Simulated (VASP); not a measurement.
# Y (P6_3/mmc) in VASP: single point with r2SCAN

Aim: the single point of Y with r2SCAN.

Program: VASP 6.6.1. These are calculated values, not measurements. Logs are shortened: lines on timing, memory, paths and dates and some standing lists are left out, and cuts for length are marked.

## Step 1: The cell of the first run

It takes space group P6_3/mmc (No. 194, hexagonal). The conventional cell has a = 3.665 Å, b = 3.665 Å, c = 5.758 Å, α = 90.00°, β = 90.00°, γ = 120.00°. Y (site symmetry -6m2) has 12 Y at 3.57 to 3.66 Å within 4.7 Å.

## Step 2: Single point, r2SCAN

POSCAR reads:

```
Y
1.0
    3.6647857115      0.0000000000      0.0000000000
   -1.8323928557      3.1737975255      0.0000000000
    0.0000000000      0.0000000000      5.7579155009
Y
2
Direct
    0.3333333333      0.6666666667      0.2500000000
    0.6666666667      0.3333333333      0.7500000000
```

INCAR.step1 reads:

```
ALGO = Normal
EDIFF = 1E-4
ENCUT = 520
GGA = PE
ISMEAR = -1
LASPH = True
LCHARG = False
LREAL = False
LWAVE = True
NBANDS = 18
NELM = 100
PREC = Accurate
SIGMA = 0.05
```

INCAR.step2 reads:

```
ALGO = Normal
EDIFF = 1E-6
ENCUT = 520
ISIF = 2
ISMEAR = -1
ISTART = 1
LASPH = True
LCHARG = False
LMIXTAU = True
LREAL = False
LWAVE = False
METAGGA = R2SCAN
NBANDS = 18
NELM = 100
PREC = Accurate
SIGMA = 0.05
```

KPOINTS reads:

```
k-points
0
Gamma
  7 7 4
```

Potentials or basis: VASP PAW PBE potentials, release 64 (Y_sv).

The run is started by

```console
> cat potpaw_PBE.64/Y_sv/POTCAR > POTCAR
> cp INCAR.step1 INCAR
> mpirun -np 1 vasp_std > vasp.out
> cp INCAR.step2 INCAR
> mpirun -np 1 vasp_std > vasp.out
```

OUTCAR:

```text
EDIFF = 1E-6
   ENCUT = 520
   ISIF = 2
   ISMEAR = -1
   ISTART = 1
   LASPH = True
   LREAL = False
   METAGGA = R2SCAN
   NELM = 100
   PREC = Accurate

 ion  position               nearest neighbor table
   1  0.333  0.667  0.250-   2 3.57   2 3.57   2 3.57   2 3.57   2 3.57   2 3.57
   2  0.667  0.333  0.750-   1 3.57   1 3.57   1 3.57   1 3.57   1 3.57   1 3.57

  LATTYP: Found a hexagonal cell.
 ALAT       =     3.6647857115
 C/A-ratio  =     1.5711465701

  Lattice vectors:

 A1 = (   3.6647857115,   0.0000000000,   0.0000000000)
 A2 = (  -1.8323928557,   3.1737975255,   0.0000000000)
 A3 = (   0.0000000000,   0.0000000000,   5.7579155009)

Analysis of symmetry for initial positions (statically):
=====================================================================
 Subroutine PRICEL returns:
 Original cell was already a primitive cell.

 Routine SETGRP: Setting up the symmetry group for a
 hexagonal supercell.

 Subroutine GETGRP returns: Found 24 space group operations
 (whereof 12 operations were pure point group operations)
 out of a pool of 24 trial point group operations.

The static configuration has the point symmetry D_3d.
 The point group associated with its full space group is D_6h.

Analysis of symmetry for dynamics (positions and initial velocities):
=====================================================================
 Subroutine PRICEL returns:
 Original cell was already a primitive cell.

 Routine SETGRP: Setting up the symmetry group for a
 hexagonal supercell.

 Subroutine GETGRP returns: Found 24 space group operations
 (whereof 12 operations were pure point group operations)
 out of a pool of 24 trial point group operations.

The dynamic configuration has the point symmetry D_3d.
 The point group associated with its full space group is D_6h.

 Subroutine INISYM returns: Found 24 space group operations
 (whereof 12 operations are pure point group operations),
 and found     1 'primitive' translations

----------------------------------------------------------------------------------------

                                     Primitive cell

  volume of cell :      66.9720

  direct lattice vectors                    reciprocal lattice vectors
     3.664785711  0.000000000  0.000000000     0.272867250  0.157539980  0.000000000
    -1.832392856  3.173797525  0.000000000     0.000000000  0.315079961  0.000000000
     0.000000000  0.000000000  5.757915501     0.000000000  0.000000000  0.173673962

  length of vectors
[... 80 lines left out ...]
   NELM   =    100;   NELMIN=  2; NELMDL=  0     # of ELM steps
   EDIFF  = 0.1E-05   stopping-criterion for ELM
   LREAL  =      F    real-space projection
   EDIFFG = 0.1E-04   stopping-criterion for IOM
   NSW    =      0    number of steps for IOM
   IBRION =     -1    ionic relax: 0-MD 1-quasi-New 2-CG
   NFREE  =      0    steps in history (QN), initial steepest desc. (CG)
   ISIF   =      2    stress and relaxation
   ISYM   =      2    0-nonsym 1-usesym 2-fastsym
   POTIM  = 0.5000    time-step for ionic-motion
   TEBEG  =    0.0;   TEEND  =   0.0 temperature during run
   PSTRESS=    0.0 pullay stress
   NELECT =      22.0000    total number of electrons
   NUPDOWN=      -1.0000    fix difference up-down
   EMIN   =  10.00;   EMAX   =-10.00  energy-range for DOS
   EFERMI =   0.00;   METHOD = LEGACY
   ISMEAR =    -1;   SIGMA  =   0.05  broadening in eV -4-tet -1-fermi 0-gaus
   EFERMI_NEDOS =   21; number of points for ismear=-14 and -15
   IALGO  =     38    algorithm
   IMIX   =      4    mixing-type and parameters
     AMIX     =   0.40;   BMIX     =  1.00
     AMIX_MAG =   1.60;   BMIX_MAG =  1.00
  volume/ion in A,a.u.               =      33.49       225.97
  Fermi-wavevector in a.u.,A,eV,Ry     =   1.129583  2.134602 17.360450  1.275957
  Thomas-Fermi vector in A             =   2.266277
   LORBIT       =      0    0 simple, 1 ext, 2 COOP (PROOUT), +10 PAW based schemes
   METAGGA = R2SCAN    functional components
   LHFCALC =     F    Hartree Fock is set to
   AEXX    =    0.0000 exact exchange contribution
   IVDW    =     0    specifies the selected vdW correction
   LEPSILON=     F    determine dielectric tensor
   LRPA    =     F    only Hartree local field effects (RPA)
 non-spin polarized calculation
  energy-cutoff  :      520.00
  volume of cell :       66.97
 maximum number of plane-waves:      1822
 NGX is ok and might be reduce to    28
   NGX = 13   NGY = 13   NGZ = 21

 number of electron      22.0000001 magnetization

 Free energy of the ion-electron system (eV)
  ---------------------------------------------------
  ext. energy  EPLUGINS =         0.00000000
  ---------------------------------------------------
  free energy    TOTEN  =       -40.56796047 eV

  energy without entropy =      -40.54287809  energy(sigma->0) =      -40.55541928

 E-fermi :   2.9396     XC(G=0):  -9.9896

 val. band max:        2.8953595616   @ k =   0.4286   0.0000   0.2500
 cond. band min:       2.9970554203   @ k =   0.2857   0.1429   0.2500
 fundamental gap:      0.1016958587
 Fermi energy:         2.9396059705

 k-point     1 :       0.0000    0.0000    0.0000
  band No.  band energies     occupation
      1     -41.2887      2.00000
      2     -41.2157      2.00000
      3     -20.9026      2.00000
      4     -20.4312      2.00000
      5     -20.4312      2.00000
      6     -20.3461      2.00000
[... 481 lines left out ...]
      5     -20.6136      2.00000
      6     -20.6136      2.00000
[... 10 lines left out ...]
     17       7.9295      0.00000
     18       7.9295      0.00000

------------------------ aborting loop because EDIFF is reached ----------------------------------------

  FORCE on cell =-STRESS in cart. coord.  units (eV):
  Direction    XX          YY          ZZ          XY          YZ          ZX
  --------------------------------------------------------------------------------------
  -------------------------------------------------------------------------------------
  Total        0.1581815      0.1581815     -0.2844967      0.0000000      0.0000000     -0.0000000
  in kB        3.7841911      3.7841911     -6.8060426      0.0000000      0.0000000     -0.0000000
  external PRESSURE =       0.2541132 kB  Pullay stress =       0.0000000 kB

 VOLUME and BASIS-vectors are now :
 -----------------------------------------------------------------------------
  energy-cutoff  :      520.00
  volume of cell :       66.97
      direct lattice vectors                 reciprocal lattice vectors
     3.664785711  0.000000000  0.000000000     0.272867250  0.157539980  0.000000000
    -1.832392856  3.173797525  0.000000000     0.000000000  0.315079961  0.000000000
     0.000000000  0.000000000  5.757915501     0.000000000  0.000000000  0.173673962

 POSITION                                       TOTAL-FORCE (eV/Angst)
 -----------------------------------------------------------------------------------
     -0.00000      2.11587      1.43948        -0.000000      0.000000      0.000000
      1.83239      1.05793      4.31844         0.000000     -0.000000      0.000000
 -----------------------------------------------------------------------------------
    total drift:                               -0.000000      0.000000     -0.000000

  FREE ENERGIE OF THE ION-ELECTRON SYSTEM (eV)
  ---------------------------------------------------
  free  energy   TOTEN  =       -40.5679604737 eV

  energy  without entropy=      -40.5428780860  energy(sigma->0) =      -40.55541928
```

OSZICAR.step1:

```text
N       E                     dE             d eps       ncg     rms          rms(c)
DAV:   1     0.896297804794E+02    0.89630E+02   -0.11279E+04   864   0.116E+03
DAV:   2    -0.607703061384E+01   -0.95707E+02   -0.94235E+02  1114   0.261E+02
DAV:   3    -0.130940117489E+02   -0.70170E+01   -0.69835E+01  1500   0.434E+01
DAV:   4    -0.132961121158E+02   -0.20210E+00   -0.20111E+00  1078   0.743E+00
DAV:   5    -0.133018782644E+02   -0.57661E-02   -0.57653E-02  1280   0.937E-01    0.326E+01
DAV:   6    -0.129588124214E+02    0.34307E+00   -0.43671E-01   932   0.399E+00    0.203E+01
DAV:   7    -0.128979483944E+02    0.60864E-01   -0.87762E-01  1080   0.523E+00    0.186E+00
DAV:   8    -0.128867245050E+02    0.11224E-01   -0.17581E-01  1066   0.234E+00    0.146E+00
DAV:   9    -0.128855596297E+02    0.11649E-02   -0.38769E-03  1202   0.381E-01    0.444E-01
DAV:  10    -0.128857692194E+02   -0.20959E-03   -0.22046E-03   918   0.414E-01    0.444E-01
DAV:  11    -0.128856628080E+02    0.10641E-03   -0.18168E-04   736   0.121E-01    0.559E-02
DAV:  12    -0.128856568107E+02    0.59973E-05   -0.43398E-05   504   0.617E-02
   1 F= -.12885657E+02 E0= -.12870833E+02  d E =-.296478E-01
```

It took 62 s on 1 thread of Intel Xeon 6975P-C (Granite Rapids), shared host; peak memory 0.21 GiB.

What came out:

```yaml
Free_energy: -40.5680 eV
Pressure: 0.0 GPa
Band_gap_on_the_k_mesh: zero (band 11 reaches 3.99 eV, above the bottom of band 12 at 2.47 eV)
```

Stress tensor (GPa, compression positive):
```
 0.38  0.00  0.00
 0.00  0.38  0.00
 0.00  0.00 -0.68
```

Levels at points of the mesh, in eV from the Fermi level:
| k point | band 6 | band 7 | band 8 | band 9 | band 10 | band 11 | band 12 | band 13 | band 14 | band 15 |
| --- | --- | --- | --- | --- | --- | --- | --- | --- | --- | --- |
| (0.00, 0.00, 0.00) | -23.29 | -23.29 | -23.26 | -4.89 | -1.86 | 0.68 | 1.98 | 1.98 | 2.30 | 2.62 |
| (0.00, 0.00, 0.50) | -23.33 | -23.33 | -23.33 | -3.42 | -3.42 | 1.05 | 1.05 | 1.91 | 1.91 | 1.91 |

Caveat: the PAW data sets were made with another functional, which shifts forces and pressure a little.
